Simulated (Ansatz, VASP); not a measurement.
# Al2BN3: VASP beside Ansatz

```xyz
6
Lattice="3.3715 0.0000 0.0000 0.0000 3.3715 0.0000 0.0000 0.0000 6.1222" Properties=species:S:1:pos:R:3 pbc="T T T"
Al    1.6858    1.6858    1.2338
Al    1.6858    1.6858    4.8885
B     0.0000    0.0000    0.0000
N     1.6858    1.6858    3.0611
N     1.6858    0.0000    3.0611
N     0.0000    1.6858    3.0611
```

Alike in both runs: functional PBE; k mesh 12 × 12 × 6; occupations gaussian, width 0.1 eV; no spin polarisation.

Ansatz relaxed the structure, and its values are those at the end. VASP's run is a single point on that final structure, the one shown.

|  | VASP | Ansatz |
| --- | --- | --- |
| version | VASP 6.6.1 | Ansatz 0.2.0 |
| potentials or method | VASP PAW PBE potentials, release 64 (Al, B, N), cutoff 520 eV | scalar-relativistic, plane waves, PAW |
| valence electrons in the cell | 24 | 24 |

|  | VASP | Ansatz | Ansatz less VASP |
| --- | --- | --- | --- |
| gap on the k mesh at the Fermi level (eV) | none | none | - |
| pressure (GPa) | -0.1 | 0.0 | +0.14 |

A gap of «none» marks a metal or a gap that the smearing closes.
